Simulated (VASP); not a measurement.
A run of VASP 6.6.1:

File INCAR:

```
  PREC = Accurate
  ENCUT = 520
  EDIFF = 1E-8
  ISMEAR = 0
  SIGMA = 0.01
  LREAL = False
  LASPH = True
  NELM = 60
  ALGO = Normal
  ISIF = 2
  LWAVE = False
  LCHARG = False
  GGA = RE
  IVDW = 12
  IBRION = 6
  NFREE = 2
  POTIM = 0.015
  NSW = 1
```

Contents of KPOINTS:

```
Automatic mesh
0
Gamma
  8 8 8
```

Contents of POSCAR:

```
HfO2
1.0
    0.0000000000      2.5575000000      2.5575000000
    2.5575000000      0.0000000000      2.5575000000
    2.5575000000      2.5575000000      0.0000000000
Hf O
1 2
Direct
    0.0000000000      0.0000000000      0.0000000000
    0.7500000000      0.7500000000      0.7500000000
    0.2500000000      0.2500000000      0.2500000000
```

Potentials or basis: VASP PAW PBE potentials, release 64 (Hf_pv, O).

Run with:

```sh
$ cat potpaw_PBE.64/Hf_pv/POTCAR potpaw_PBE.64/O/POTCAR > POTCAR
$ mpirun -np 1 vasp_std > vasp.out
```

Hardware: 1 thread of AMD EPYC 7R43 64-Core Processor (Zen 3) (shared host).

Task: Estimate the wall time of this run.

Result: Wall time 3 min on 1 thread of AMD EPYC 7R43 64-Core Processor (Zen 3), with other jobs on the host, peak memory 0.19 GiB. Counts: scf iterations 51, k points 29.
